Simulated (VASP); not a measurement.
# BN (P1) in VASP: notebook

The runs below take BN through single point, with PBE.

All numbers are computed with VASP 6.6.1; they aren't measurements. Logs are shortened: lines on timing, memory, paths and dates and some standing lists are left out, and cuts for length are marked.

## (1) The cell of the first run

The typed cell holds 4 atoms: a = 2.615 Å, b = 2.666 Å, c = 4.588 Å, α = 73.11°, β = 71.43°, γ = 59.36°.

## (2) Single point, PBE

File INCAR:

```
ALGO = Normal ; EDIFF = 1E-7
ENCUT = 520 ; GGA = PE
ISIF = 2 ; ISMEAR = 0
LASPH = T ; LCHARG = F
LREAL = F ; LWAVE = F
NBANDS = 16 ; NELM = 100
PREC = Accurate ; SIGMA = 0.05
```

File KPOINTS:

```
k-points
0
Gamma
  6 6 6
```

File POSCAR:

```
BN
1.0
    0.0000000000     -1.8123937734     -1.8848895243
   -1.8848895243      0.0000000000     -1.8848895243
    1.8848895243      1.8123937734     -3.7697790487
B N
2 2
Direct
   -0.0047981010      0.0213932330      0.0000000000
    0.5047981010      0.4786067670      0.5000000000
    0.3700897898      0.3968930928      0.8750000000
    0.8799102102      0.8531069072      0.3750000000
```

Potentials or basis: VASP PAW PBE potentials, release 64 (B, N).

Started as:

```console
$ cat potpaw_PBE.64/B/POTCAR potpaw_PBE.64/N/POTCAR > POTCAR
$ mpirun -np 1 vasp_std > vasp.out
```

OUTCAR:

```text
EDIFF = 1E-7
   ENCUT = 520
   GGA = PE
   ISIF = 2
   ISMEAR = 0
   LASPH = T
   LREAL = F
   NELM = 100
   PREC = Accurate

 ion  position               nearest neighbor table
   1  0.995  0.021  0.000-   3 1.61   3 1.61   3 1.61   4 1.62
   2  0.505  0.479  0.500-   4 1.61   4 1.61   4 1.61   3 1.61
   3  0.370  0.397  0.875-   1 1.61   1 1.61   1 1.61   2 1.61
   4  0.880  0.853  0.375-   2 1.61   2 1.61   2 1.61   1 1.62

  LATTYP: Found a base centered monoclinic cell.
 ALAT       =     4.4994112723
 B/A-ratio  =     0.5924411367
 C/A-ratio  =     1.0000000000
 COS(beta)  =    -0.2980269990

  Lattice vectors:

 A1 = (   1.8848895243,  -1.8123937734,   0.0000000000)
 A2 = (   0.0000000000,  -1.8123937734,  -1.8848895243)
 A3 = (   1.8848895243,   3.6247875468,  -1.8848895244)

Analysis of symmetry for initial positions (statically):
=====================================================================
 Subroutine PRICEL returns:
 Original cell was already a primitive cell.

 Routine SETGRP: Setting up the symmetry group for a
 base centered monoclinic supercell.

 Subroutine GETGRP returns: Found  1 space group operations
 (whereof  1 operations were pure point group operations)
 out of a pool of  4 trial point group operations.

The static configuration has the point symmetry C_1 .

Analysis of symmetry for dynamics (positions and initial velocities):
=====================================================================
 Subroutine PRICEL returns:
 Original cell was already a primitive cell.

 Routine SETGRP: Setting up the symmetry group for a
 base centered monoclinic supercell.

 Subroutine GETGRP returns: Found  1 space group operations
 (whereof  1 operations were pure point group operations)
 out of a pool of  4 trial point group operations.

The dynamic configuration has the point symmetry C_1 .

 Subroutine INISYM returns: Found  1 space group operations
 (whereof  1 operations are pure point group operations),
 and found     1 'primitive' translations

----------------------------------------------------------------------------------------

                                     Primitive cell

  volume of cell :      25.7564

[... 85 lines left out ...]
   ICHARG =      2    charge: 1-file 2-atom 10-const
   ISPIN  =      1    spin polarized calculation?
   LNONCOLLINEAR =      F non collinear calculations
   LSORBIT =      F    spin-orbit coupling
   LASPH  =      T    aspherical Exc in radial PAW
   ENCUT  =  520.0 eV  38.22 Ry    6.18 a.u.   4.86  4.96  8.53*2*pi/ulx,y,z
   NELM   =    100;   NELMIN=  2; NELMDL= -5     # of ELM steps
   EDIFF  = 0.1E-06   stopping-criterion for ELM
   LREAL  =      F    real-space projection
   EDIFFG = 0.1E-05   stopping-criterion for IOM
   NSW    =      0    number of steps for IOM
   IBRION =     -1    ionic relax: 0-MD 1-quasi-New 2-CG
   NFREE  =      0    steps in history (QN), initial steepest desc. (CG)
   ISIF   =      2    stress and relaxation
   ISYM   =      2    0-nonsym 1-usesym 2-fastsym
   POTIM  = 0.5000    time-step for ionic-motion
   TEBEG  =    0.0;   TEEND  =   0.0 temperature during run
   PSTRESS=    0.0 pullay stress
   NELECT =      16.0000    total number of electrons
   NUPDOWN=      -1.0000    fix difference up-down
   EMIN   =  10.00;   EMAX   =-10.00  energy-range for DOS
   EFERMI =   0.00;   METHOD = LEGACY
   ISMEAR =     0;   SIGMA  =   0.05  broadening in eV -4-tet -1-fermi 0-gaus
   EFERMI_NEDOS =   21; number of points for ismear=-14 and -15
   IALGO  =     38    algorithm
   IMIX   =      4    mixing-type and parameters
     AMIX     =   0.40;   BMIX     =  1.00
     AMIX_MAG =   1.60;   BMIX_MAG =  1.00
  volume/ion in A,a.u.               =       6.44        43.45
  Fermi-wavevector in a.u.,A,eV,Ry     =   1.396862  2.639686 26.547991  1.951222
  Thomas-Fermi vector in A             =   2.520174
   LORBIT       =      0    0 simple, 1 ext, 2 COOP (PROOUT), +10 PAW based schemes
   GGA     = PE    functional components
   LHFCALC =     F    Hartree Fock is set to
   AEXX    =    0.0000 exact exchange contribution
   IVDW    =     0    specifies the selected vdW correction
   LEPSILON=     F    determine dielectric tensor
   LRPA    =     F    only Hartree local field effects (RPA)
 non-spin polarized calculation
 Gauss-broadening in eV      SIGMA  =   0.05
  energy-cutoff  :      520.00
  volume of cell :       25.76
 maximum number of plane-waves:       706
   NGX =  9   NGY =  9   NGZ = 17

 number of electron      15.9999998 magnetization

 Free energy of the ion-electron system (eV)
  ---------------------------------------------------
  ext. energy  EPLUGINS =         0.00000000
  ---------------------------------------------------
  free energy    TOTEN  =       -34.63712071 eV

  energy without entropy =      -34.63712071  energy(sigma->0) =      -34.63712071

 E-fermi :   6.8576     XC(G=0): -12.4043

 val. band max:        6.6231371908   @ k =   0.0000   0.0000   0.0000
 cond. band min:      10.3464957641   @ k =   0.5000   0.0000   0.5000
 fundamental gap:      3.7233585732
 Fermi energy:         6.8576319577

 k-point     1 :       0.0000    0.0000    0.0000
  band No.  band energies     occupation
      1     -12.8992      2.00000
      2      -9.0744      2.00000
      3      -3.5327      2.00000
      4       4.3485      2.00000
      5       4.8764      2.00000
      6       6.2327      2.00000
[... 433 lines left out ...]
      3      -2.4631      2.00000
      4      -1.6242      2.00000
      5       0.7061      2.00000
      6       2.0376      2.00000
[... 8 lines left out ...]
     15      20.6708      0.00000
     16      22.4151      0.00000

 [... further k-points ...]
[... 5 lines left out ...]
  --------------------------------------------------------------------------------------
  -------------------------------------------------------------------------------------
  Total       -5.2506823     -1.7288055     -5.1894307      0.0308294     -0.0154669     -0.0572494
  in kB     -326.6193923   -107.5405755   -322.8092320      1.9177461     -0.9621205     -3.5612089
  external PRESSURE =    -252.3230666 kB  Pullay stress =       0.0000000 kB

 VOLUME and BASIS-vectors are now :
 -----------------------------------------------------------------------------
  energy-cutoff  :      520.00
  volume of cell :       25.76
      direct lattice vectors                 reciprocal lattice vectors
     0.000000000 -1.812393773 -1.884889524     0.132633768 -0.413817356 -0.132633768
    -1.884889524  0.000000000 -1.884889524    -0.397901304  0.137939119 -0.132633768
     1.884889524  1.812393773 -3.769779049     0.132633768  0.137939119 -0.132633768

 POSITION                                       TOTAL-FORCE (eV/Angst)
 -----------------------------------------------------------------------------------
     -0.04032     -1.80370     -1.91617         0.357594     -0.076669      0.291527
      0.04032     -0.00870     -3.73850        -0.375714      0.076464     -0.279296
      0.90118      0.91510     -4.74423         0.497691     -0.097679      0.384751
     -0.90118     -0.91510     -4.68021        -0.479571      0.097884     -0.396982
 -----------------------------------------------------------------------------------
    total drift:                               -0.000028     -0.000042      0.000038

  FREE ENERGIE OF THE ION-ELECTRON SYSTEM (eV)
  ---------------------------------------------------
  free  energy   TOTEN  =       -34.6371207144 eV

  energy  without entropy=      -34.6371207144  energy(sigma->0) =      -34.63712071
```

OSZICAR:

```text
N       E                     dE             d eps       ncg     rms          rms(c)
DAV:   1     0.370211724782E+02    0.37021E+02   -0.84186E+03  3592   0.978E+02
DAV:   2    -0.338977242666E+02   -0.70919E+02   -0.65843E+02  5200   0.221E+02
DAV:   3    -0.363152786288E+02   -0.24176E+01   -0.24106E+01  4080   0.376E+01
DAV:   4    -0.363217936697E+02   -0.65150E-02   -0.65146E-02  4384   0.225E+00
DAV:   5    -0.363218144620E+02   -0.20792E-04   -0.20792E-04  4000   0.118E-01    0.883E+00
DAV:   6    -0.347417879224E+02    0.15800E+01   -0.22177E+00  4648   0.134E+01    0.409E+00
DAV:   7    -0.346596933167E+02    0.82095E-01   -0.27161E-01  4416   0.416E+00    0.260E+00
DAV:   8    -0.346385807427E+02    0.21113E-01   -0.48340E-02  4080   0.177E+00    0.273E-01
DAV:   9    -0.346368456271E+02    0.17351E-02   -0.18723E-03  4144   0.550E-01    0.114E-01
DAV:  10    -0.346371147663E+02   -0.26914E-03   -0.59849E-04  4368   0.185E-01    0.293E-02
DAV:  11    -0.346371197617E+02   -0.49954E-05   -0.40148E-05  4592   0.605E-02    0.140E-02
DAV:  12    -0.346371206163E+02   -0.85465E-06   -0.59808E-06  4344   0.244E-02    0.241E-03
DAV:  13    -0.346371207144E+02   -0.98075E-07   -0.18132E-07  2816   0.373E-03
   1 F= -.34637121E+02 E0= -.34637121E+02  d E =-.366086E-13
```

Wall time 18 s (1 thread of Intel Xeon 6975P-C (Granite Rapids), shared host); peak memory 0.16 GiB.

What came out:

| Property | Result |
| --- | --- |
| Free energy | -34.6371 eV |
| Pressure | -25.2 GPa |
| Largest force | 0.637 eV/Å |
| Band gap on the k mesh | 3.72 eV |

Forces on the atoms (eV/Å):
```
B    0.358 -0.077  0.292
B   -0.376  0.076 -0.279
N    0.498 -0.098  0.385
N   -0.480  0.098 -0.397
```

Stress tensor (GPa, compression positive):
```
-32.66   0.19  -0.36
  0.19 -10.75  -0.10
 -0.36  -0.10 -32.28
```

Levels at points of the mesh, in eV from the valence-band top:
```
           k point  band 4  band 5  band 6  band 7  band 8  band 9  band 10  band 11  band 12  band 13
(0.00, 0.00, 0.00)   -2.27   -1.75   -0.39   -0.35    0.00    8.00     8.10     8.25     8.65     8.72
(0.50, 0.00, 0.00)   -8.44   -4.82   -4.76   -3.85   -3.84    6.53     6.57    11.27    11.53    13.12
(0.00, 0.50, 0.00)   -8.31   -5.29   -4.98   -3.43   -3.41    7.08     7.24    11.52    12.47    12.61
(0.50, 0.50, 0.50)   -8.32   -5.27   -5.03   -3.42   -3.41    7.10     7.22    11.63    12.25    12.71
(0.50, 0.50, 0.00)   -8.80   -4.55   -4.55   -2.28   -1.76    4.32     8.53     8.76     9.77    10.42
(0.00, 0.50, 0.50)   -8.80   -4.56   -4.55   -2.28   -1.75    4.31     8.52     8.72     9.80    10.43
(0.00, 0.00, 0.50)   -5.37   -1.50   -1.47   -1.07   -1.03    8.18     8.27     9.51     9.60     9.78
(0.50, 0.00, 0.50)   -8.25   -5.06   -5.03   -2.33   -1.72    3.72     7.94     8.50     9.78    10.39
```

Caveat: the k points lie up to 0.48 Å⁻¹ apart. A k mesh can miss the band edges.

## (3) Single point, PBE

File INCAR:

```
  ALGO = Normal
  EDIFF = 1E-6
  ENCUT = 520
  GGA = PE
  ISIF = 2
  ISMEAR = 0
  LASPH = True
  LCHARG = True
  LELF = True
  LREAL = False
  LVHAR = True
  LWAVE = False
  NBANDS = 16
  NELM = 100
  PREC = Accurate
  SIGMA = 0.05
```

KPOINTS is that of step 2.

File POSCAR:

```
BN
1.0
    0.0000000000     -1.8123937734     -1.8848895243
   -1.8848895243      0.0000000000     -1.8848895243
    1.8848895243      1.8123937734     -3.7697790487
B N
2 2
Direct
   -0.0015993670      0.0071310777      0.0000000000
    0.5015993670      0.4928689223      0.5000000000
    0.3733632633      0.3822976976      0.8750000000
    0.8766367367      0.8677023024      0.3750000000
```

Potentials or basis: VASP PAW PBE potentials, release 64 (B, N).

Started as:

```console
$ cat potpaw_PBE.64/B/POTCAR potpaw_PBE.64/N/POTCAR > POTCAR
$ mpirun -np 1 vasp_std > vasp.out
```

Wall time 17 s (1 thread of Intel Xeon 6975P-C (Granite Rapids), shared host); peak memory 0.16 GiB.

The run converged. Its results:

| Quantity | Value |
| --- | --- |
| Free energy | -34.6887 eV |
| Pressure | -25.2 GPa |
| Largest force | 0.211 eV/Å |
| Band gap on the k mesh | 3.74 eV |

Forces in eV/Å, atoms in the order of the input:
```
B    0.120 -0.027  0.098
B   -0.125  0.024 -0.093
N    0.165 -0.031  0.128
N   -0.161  0.034 -0.132
```

Stress tensor (GPa, compression positive):
```
-32.24  -0.01  -0.01
 -0.01 -11.11   0.02
 -0.01   0.02 -32.20
```

Levels at points of the mesh, in eV from the valence-band top:
```csv
k point,band 6,band 7,band 8,band 9,band 10,band 11
"(0.00, 0.00, 0.00)",-0.35,-0.34,0.00,8.01,8.25,8.28
"(0.50, 0.00, 0.00)",-4.75,-3.87,-3.87,6.57,6.58,11.50
"(0.00, 0.50, 0.00)",-5.10,-3.41,-3.41,7.17,7.22,11.90
"(0.50, 0.50, 0.50)",-5.11,-3.41,-3.41,7.18,7.22,11.95
"(0.50, 0.50, 0.00)",-4.55,-2.28,-1.75,4.34,8.56,8.80
"(0.00, 0.50, 0.50)",-4.55,-2.28,-1.74,4.34,8.56,8.80
"(0.00, 0.00, 0.50)",-1.46,-1.06,-1.05,8.35,8.38,9.55
"(0.50, 0.00, 0.50)",-5.04,-2.28,-1.74,3.74,7.92,8.56
```

Caveat: the k points lie up to 0.48 Å⁻¹ apart.

## (4) Single point, PBE

File INCAR:

```
  PREC = Accurate
  ENCUT = 520
  EDIFF = 1E-6
  ISMEAR = 0
  SIGMA = 0.05
  LREAL = F
  LASPH = T
  NELM = 100
  ALGO = Normal
  ISIF = 2
  LWAVE = F
  LCHARG = F
  GGA = PE
  NBANDS = 16
```

File KPOINTS:

```
Automatic mesh
0
Gamma
  6 6 6
```

File POSCAR:

```
BN
1.0
    0.0000000000     -1.8123937734     -1.8848895243
   -1.8848895243      0.0000000000     -1.8848895243
    1.8848895243      1.8123937734     -3.7697790487
B N
2 2
Direct
   -0.0031987340      0.0142621553      0.0000000000
    0.5031987340      0.4857378447      0.5000000000
    0.3717265265      0.3895953952      0.8750000000
    0.8782734735      0.8604046048      0.3750000000
```

Started as:

```console
$ cat potpaw_PBE.64/B/POTCAR potpaw_PBE.64/N/POTCAR > POTCAR
$ mpirun -np 1 vasp_std > vasp.out
```

It took 16 s on 1 thread of Intel Xeon 6975P-C (Granite Rapids), shared host; peak memory 0.16 GiB.

The run converged. Its results:

| Item | Value |
| --- | --- |
| Free energy | -34.6693 eV |
| Pressure | -25.2 GPa |
| Largest force | 0.424 eV/Å |
| Band gap on the k mesh | 3.73 eV |

Forces on the atoms (eV/Å):
```
B    0.240 -0.052  0.194
B   -0.250  0.050 -0.187
N    0.331 -0.064  0.257
N   -0.321  0.066 -0.264
```

Stress tensor (GPa, compression positive):
```
-32.40   0.07  -0.14
  0.07 -10.97  -0.02
 -0.14  -0.02 -32.23
```

Levels at points of the mesh, in eV from the valence-band top:
| k point | band 4 | band 5 | band 6 | band 7 | band 8 | band 9 | band 10 | band 11 | band 12 | band 13 |
| --- | --- | --- | --- | --- | --- | --- | --- | --- | --- | --- |
| (0.00, 0.00, 0.00) | -2.28 | -1.74 | -0.36 | -0.35 | 0.00 | 8.01 | 8.19 | 8.27 | 8.65 | 8.70 |
| (0.50, 0.00, 0.00) | -8.43 | -4.79 | -4.75 | -3.86 | -3.86 | 6.56 | 6.58 | 11.40 | 11.57 | 13.19 |
| (0.00, 0.50, 0.00) | -8.32 | -5.25 | -5.04 | -3.42 | -3.41 | 7.13 | 7.24 | 11.71 | 12.38 | 12.71 |
| (0.50, 0.50, 0.50) | -8.33 | -5.23 | -5.07 | -3.41 | -3.41 | 7.15 | 7.23 | 11.80 | 12.23 | 12.78 |
| (0.50, 0.50, 0.00) | -8.79 | -4.55 | -4.55 | -2.28 | -1.75 | 4.33 | 8.55 | 8.79 | 9.79 | 10.42 |
| (0.00, 0.50, 0.50) | -8.79 | -4.55 | -4.55 | -2.28 | -1.75 | 4.33 | 8.55 | 8.77 | 9.81 | 10.42 |
| (0.00, 0.00, 0.50) | -5.37 | -1.48 | -1.46 | -1.07 | -1.04 | 8.28 | 8.34 | 9.54 | 9.58 | 9.72 |
| (0.50, 0.00, 0.50) | -8.25 | -5.05 | -5.04 | -2.30 | -1.73 | 3.73 | 7.93 | 8.54 | 9.80 | 10.40 |

Caveat: the k points lie up to 0.48 Å⁻¹ apart. A k mesh can miss the band edges.
